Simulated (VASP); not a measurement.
The system is Mo.

```xyz
1
Lattice="-1.5742 1.5742 1.5742 1.5742 -1.5742 1.5742 1.5742 1.5742 -1.5742" Properties=species:S:1:pos:R:3 pbc="T T T"
Mo    0.0000    0.0000    0.0000
```

Base run:

| Item | Value |
| --- | --- |
| Program | VASP 6.6.1 |
| Functional | PBE |
| Potentials or basis | VASP PAW PBE potentials, release 64 (Mo_sv) |
| Cutoff | 520 eV |
| k mesh | 12 × 12 × 12 |
| Occupations | fermi-dirac, width 0.02 eV |
| Spin | no spin polarisation |

Its results: band gap on the k mesh zero (band 7 reaches 16.61 eV, above the bottom of band 8 at 11.26 eV); pressure 3.5 GPa.

Task: The run is repeated on the same cell with these changes: functional from PBE to r2SCAN. What comes out?

Result: Band gap on the k mesh zero (band 7 reaches 16.73 eV, above the bottom of band 8 at 11.15 eV); pressure 1.6 GPa.

Caveats: the PAW data sets were made with another functional, which shifts forces and pressure a little (some runs).
